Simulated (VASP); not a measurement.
# Sr (Fm-3m) in VASP: a series of runs, part 2 of 2

VASP 6.6.1. The steps go on from the part before.

### 3 Single point, LDA

Contents of INCAR:

```
SYSTEM = Sr
PREC = Accurate
ENCUT = 500
EDIFF = 1E-6
ISMEAR = -1
SIGMA = 0.1
LREAL = .False.
LASPH = .True.
NELM = 120
ALGO = Normal
ISIF = 2
LWAVE = .False.
LCHARG = .False.
GGA = CA
NBANDS = 11
GGA_COMPAT = .False.
```

Contents of KPOINTS:

```
regular mesh
0
Gamma
  15 15 15
  0 0 0
```

Contents of POSCAR:

```
Sr
1.0
    0.0000000000      2.9028949114      2.9028949114
    2.9028949114      0.0000000000      2.9028949114
    2.9028949114      2.9028949114      0.0000000000
Sr
1
Direct
    0.0000000000      0.0000000000      0.0000000000
```

Potentials or basis: VASP PAW LDA potentials, release 64 (Sr_sv).

Command:

```sh
cat potpaw_LDA.64/Sr_sv/POTCAR > POTCAR
mpirun -np 1 vasp_std > vasp.out
```

OUTCAR:

```text
SYSTEM = Sr
   PREC = Accurate
   ENCUT = 500
   EDIFF = 1E-6
   ISMEAR = -1
   LREAL = .False.
   LASPH = .True.
   NELM = 120
   ISIF = 2
   GGA = CA

 ion  position               nearest neighbor table
   1  0.000  0.000  0.000-

  LATTYP: Found a face centered cubic cell.
 ALAT       =     5.8057898228

  Lattice vectors:

 A1 = (   0.0000000000,   2.9028949114,   2.9028949114)
 A2 = (   2.9028949114,   0.0000000000,   2.9028949114)
 A3 = (   2.9028949114,   2.9028949114,   0.0000000000)

Analysis of symmetry for initial positions (statically):
=====================================================================
 Subroutine PRICEL returns:
 Original cell was already a primitive cell.

 Routine SETGRP: Setting up the symmetry group for a
 face centered cubic supercell.

 Subroutine GETGRP returns: Found 48 space group operations
 (whereof 48 operations were pure point group operations)
 out of a pool of 48 trial point group operations.

The static configuration has the point symmetry O_h .

Analysis of symmetry for dynamics (positions and initial velocities):
=====================================================================
 Subroutine PRICEL returns:
 Original cell was already a primitive cell.

 Routine SETGRP: Setting up the symmetry group for a
 face centered cubic supercell.

 Subroutine GETGRP returns: Found 48 space group operations
 (whereof 48 operations were pure point group operations)
 out of a pool of 48 trial point group operations.

The dynamic configuration has the point symmetry O_h .

 Subroutine INISYM returns: Found 48 space group operations
 (whereof 48 operations are pure point group operations),
 and found     1 'primitive' translations

----------------------------------------------------------------------------------------

                                     Primitive cell

  volume of cell :      48.9242

  direct lattice vectors                    reciprocal lattice vectors
     0.000000000  2.902894911  2.902894911    -0.172241853  0.172241853  0.172241853
     2.902894911  0.000000000  2.902894911     0.172241853 -0.172241853  0.172241853
     2.902894911  2.902894911  0.000000000     0.172241853  0.172241853 -0.172241853

  length of vectors
     4.105313354  4.105313354  4.105313354     0.298331641  0.298331641  0.298331641

  position of ions in fractional coordinates (direct lattice)
     0.000000000  0.000000000  0.000000000

  ion indices of the primitive-cell ions
   primitive index   ion index
                 1           1

----------------------------------------------------------------------------------------

 KPOINTS: regular mesh

Automatic generation of k-mesh.
 Grid dimensions read from file:
 generate k-points for:   15   15   15

 Generating k-lattice:

  Cartesian coordinates                     Fractional coordinates (reciprocal lattice)
    -0.011482790  0.011482790  0.011482790     0.066666667  0.000000000  0.000000000
     0.011482790 -0.011482790  0.011482790     0.000000000  0.066666667  0.000000000
     0.011482790  0.011482790 -0.011482790     0.000000000  0.000000000  0.066666667

  Length of vectors
     0.019888776  0.019888776  0.019888776

  Shift w.r.t. Gamma in fractional coordinates (k-lattice)
     0.000000000  0.000000000  0.000000000

 Subroutine IBZKPT returns following result:
 ===========================================

 Found    120 irreducible k-points:

 Following reciprocal coordinates:
            Coordinates               Weight
  0.000000  0.000000  0.000000      1.000000
  0.066667  0.000000  0.000000      8.000000
  0.133333  0.000000  0.000000      8.000000
  0.200000  0.000000  0.000000      8.000000
  0.266667  0.000000  0.000000      8.000000
  0.333333  0.000000  0.000000      8.000000
[... 16 lines left out ...]
  0.133333  0.133333  0.000000      6.000000
  0.200000  0.133333  0.000000     24.000000
 [... further k-points ...]
   k-points           NKPTS =    120   k-points in BZ     NKDIM =    120   number of bands    NBANDS=     11
   number of dos      NEDOS =    301   number of ions     NIONS =      1
   total plane-waves  NPLWV =  27000
   dimension x,y,z NGX =    30 NGY =   30 NGZ =   30
   dimension x,y,z NGXF=    60 NGYF=   60 NGZF=   60
   ions per type =               1
   NGX,Y,Z   is equivalent  to a cutoff of  12.15, 12.15, 12.15 a.u.
   NGXF,Y,Z  is equivalent  to a cutoff of  24.30, 24.30, 24.30 a.u.
 SYSTEM =  Sr
   PREC   = accura    normal or accurate (medium, high low for compatibility)
   ISTART =      0    job   : 0-new  1-cont  2-samecut
   ICHARG =      2    charge: 1-file 2-atom 10-const
   ISPIN  =      1    spin polarized calculation?
   LNONCOLLINEAR =      F non collinear calculations
   LSORBIT =      F    spin-orbit coupling
   LASPH  =      T    aspherical Exc in radial PAW
   ENCUT  =  500.0 eV  36.75 Ry    6.06 a.u.   7.48  7.48  7.48*2*pi/ulx,y,z
   NELM   =    120;   NELMIN=  2; NELMDL= -5     # of ELM steps
   EDIFF  = 0.1E-05   stopping-criterion for ELM
   LREAL  =      F    real-space projection
   EDIFFG = 0.1E-04   stopping-criterion for IOM
   NSW    =      0    number of steps for IOM
   IBRION =     -1    ionic relax: 0-MD 1-quasi-New 2-CG
   NFREE  =      0    steps in history (QN), initial steepest desc. (CG)
   ISIF   =      2    stress and relaxation
   ISYM   =      2    0-nonsym 1-usesym 2-fastsym
   POTIM  = 0.5000    time-step for ionic-motion
   TEBEG  =    0.0;   TEEND  =   0.0 temperature during run
   PSTRESS=    0.0 pullay stress
   NELECT =      10.0000    total number of electrons
   NUPDOWN=      -1.0000    fix difference up-down
   EMIN   =  10.00;   EMAX   =-10.00  energy-range for DOS
   EFERMI =   0.00;   METHOD = LEGACY
   ISMEAR =    -1;   SIGMA  =   0.10  broadening in eV -4-tet -1-fermi 0-gaus
   EFERMI_NEDOS =   21; number of points for ismear=-14 and -15
   IALGO  =     38    algorithm
   IMIX   =      4    mixing-type and parameters
     AMIX     =   0.40;   BMIX     =  1.00
     AMIX_MAG =   1.60;   BMIX_MAG =  1.00
  volume/ion in A,a.u.               =      48.92       330.16
  Fermi-wavevector in a.u.,A,eV,Ry     =   0.964347  1.822352 12.652955  0.929966
  Thomas-Fermi vector in A             =   2.093971
   LORBIT       =      0    0 simple, 1 ext, 2 COOP (PROOUT), +10 PAW based schemes
   GGA     = CA    functional components
   LHFCALC =     F    Hartree Fock is set to
   AEXX    =    0.0000 exact exchange contribution
   IVDW    =     0    specifies the selected vdW correction
   LEPSILON=     F    determine dielectric tensor
   LRPA    =     F    only Hartree local field effects (RPA)
 non-spin polarized calculation
  energy-cutoff  :      500.00
  volume of cell :       48.92
 maximum number of plane-waves:      1259
 NGX is ok and might be reduce to    30
   NGX = 15   NGY = 15   NGZ = 15

 number of electron      10.0000000 magnetization

 Free energy of the ion-electron system (eV)
  ---------------------------------------------------
  ext. energy  EPLUGINS =         0.00000000
  ---------------------------------------------------
  free energy    TOTEN  =        -1.91505233 eV

  energy without entropy =       -1.87584643  energy(sigma->0) =       -1.89544938

 E-fermi :   1.8279     XC(G=0):  -7.9317

 val. band max:        1.8212262595   @ k =  -0.2667   0.4667   0.2000
 cond. band min:       1.9087965488   @ k =  -0.4000   0.2667   0.0000
 fundamental gap:      0.0875702893
 Fermi energy:         1.8278903099

 k-point     1 :       0.0000    0.0000    0.0000
  band No.  band energies     occupation
      1     -34.4005      2.00000
      2     -16.3557      2.00000
      3     -16.3557      2.00000
      4     -16.3557      2.00000
      5      -2.0012      2.00000
      6       4.2001      0.00000
      7       4.2001      0.00000
      8       4.2001      0.00000
      9       5.8542      0.00000
     10       5.8542      0.00000
     11       9.3669      0.00000
[... 309 lines left out ...]
 k-point    24 :       0.2000    0.1333    0.0000
  band No.  band energies     occupation
      1     -34.3917      2.00000
      2     -16.4427      2.00000
      3     -16.3832      2.00000
      4     -16.3807      2.00000
      5      -1.2995      2.00000
      6       3.3865      0.00000
      7       4.4652      0.00000
      8       4.5399      0.00000
      9       4.9493      0.00000
     10       6.0949      0.00000
     11      10.6456      0.00000

 [... further k-points ...]

------------------------ aborting loop because EDIFF is reached ----------------------------------------

  FORCE on cell =-STRESS in cart. coord.  units (eV):
  Direction    XX          YY          ZZ          XY          YZ          ZX
  --------------------------------------------------------------------------------------
  -------------------------------------------------------------------------------------
  Total       -0.0146077     -0.0146077     -0.0146077     -0.0000000     -0.0000000      0.0000000
  in kB       -0.4783750     -0.4783750     -0.4783750     -0.0000000     -0.0000000      0.0000000
  external PRESSURE =      -0.4783750 kB  Pullay stress =       0.0000000 kB

 VOLUME and BASIS-vectors are now :
 -----------------------------------------------------------------------------
  energy-cutoff  :      500.00
  volume of cell :       48.92
      direct lattice vectors                 reciprocal lattice vectors
     0.000000000  2.902894911  2.902894911    -0.172241853  0.172241853  0.172241853
     2.902894911  0.000000000  2.902894911     0.172241853 -0.172241853  0.172241853
     2.902894911  2.902894911  0.000000000     0.172241853  0.172241853 -0.172241853

 POSITION                                       TOTAL-FORCE (eV/Angst)
 -----------------------------------------------------------------------------------
      0.00000      0.00000      0.00000         0.000000      0.000000     -0.000000
 -----------------------------------------------------------------------------------
    total drift:                               -0.000000     -0.000000      0.000000

  FREE ENERGIE OF THE ION-ELECTRON SYSTEM (eV)
  ---------------------------------------------------
  free  energy   TOTEN  =        -1.9150523265 eV

  energy  without entropy=       -1.8758464281  energy(sigma->0) =       -1.89544938
```

OSZICAR:

```text
N       E                     dE             d eps       ncg     rms          rms(c)
DAV:   1     0.333003426155E+02    0.33300E+02   -0.47454E+03  2640   0.770E+02
DAV:   2    -0.296909390104E+00   -0.33597E+02   -0.33018E+02  3059   0.152E+02
DAV:   3    -0.185617810171E+01   -0.15593E+01   -0.15402E+01  3950   0.233E+01
DAV:   4    -0.192142217386E+01   -0.65244E-01   -0.65061E-01  3415   0.423E+00
DAV:   5    -0.192254092168E+01   -0.11187E-02   -0.11187E-02  3677   0.446E-01    0.122E+01
DAV:   6    -0.191799026861E+01    0.45507E-02   -0.59595E-03  3170   0.901E-01    0.690E+00
DAV:   7    -0.191508270675E+01    0.29076E-02   -0.10305E-02  3613   0.113E+00    0.254E-01
DAV:   8    -0.191503344165E+01    0.49265E-04   -0.79736E-04  3774   0.160E-01    0.605E-02
DAV:   9    -0.191505021377E+01   -0.16772E-04   -0.38641E-05  3582   0.383E-02    0.237E-02
DAV:  10    -0.191505209679E+01   -0.18830E-05   -0.40878E-06  3729   0.170E-02    0.102E-02
DAV:  11    -0.191505232655E+01   -0.22976E-06   -0.15159E-07  1614   0.383E-03
   1 F= -.19150523E+01 E0= -.18954494E+01  d E =-.392059E-01
```

It took 70 s on 1 thread of Intel Xeon 8259CL, shared host; peak memory 0.19 GiB.

Results:

| Item | Value |
| --- | --- |
| Free energy | -1.9151 eV |
| Pressure | 0.0 GPa |
| Band gap on the k mesh | 0.09 eV, indirect (least direct gap 0.12 eV) |

Levels at points of the mesh, in eV from the valence-band top:
```tsv
k point	band 2	band 3	band 4	band 5	band 6	band 7	band 8	band 9
(0.00, 0.00, 0.00)	-18.18	-18.18	-18.18	-3.82	2.38	2.38	2.38	4.03
```

A k mesh can miss the band edges.
